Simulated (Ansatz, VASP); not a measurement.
## Ge3N4 in VASP and in Ansatz

```
CELL_PARAMETERS angstrom
8.08258 0.00000 0.00000
-4.04129 6.99972 0.00000
0.00000 0.00000 3.09825
ATOMIC_POSITIONS crystal
Ge 0.83048 0.23694 0.75000
Ge 0.59354 0.83048 0.25000
Ge 0.23694 0.40646 0.25000
Ge 0.76306 0.59354 0.75000
Ge 0.40646 0.16952 0.75000
Ge 0.16952 0.76306 0.25000
N 0.66667 0.33333 0.75000
N 0.33333 0.66667 0.25000
N 0.66962 0.97395 0.75000
N 0.69567 0.66962 0.25000
N 0.97395 0.30433 0.25000
N 0.02605 0.69567 0.75000
N 0.33038 0.02605 0.25000
N 0.30433 0.33038 0.75000
```

Alike in both runs: functional PBE; dispersion D3(BJ); k mesh 6 × 6 × 10; occupations gaussian, width 0.02 eV; no spin polarisation.

Ansatz relaxed the structure, and its values are those at the end. VASP's run is a single point on that final structure, the one shown.

|  | VASP | Ansatz |
| --- | --- | --- |
| version | VASP 6.6.1 | Ansatz 0.2.0 |
| potentials or method | VASP PAW PBE potentials, release 64 (Ge_d, N), cutoff 600 eV | scalar-relativistic, plane waves, PAW |
| valence electrons in the cell | 124 | 124 |

|  | VASP | Ansatz | Ansatz less VASP |
| --- | --- | --- | --- |
| gap on the k mesh at the Fermi level (eV) | 2.02 | 2.01 | -0.010 |
| least direct gap on the mesh (eV) | 2.02 | 2.01 | -0.010 |
| pressure (GPa) | -0.7 | 0.0 | +0.66 |
| rms of the force components (eV/Å) | 0.004 | 0.000 | -0.0035 |
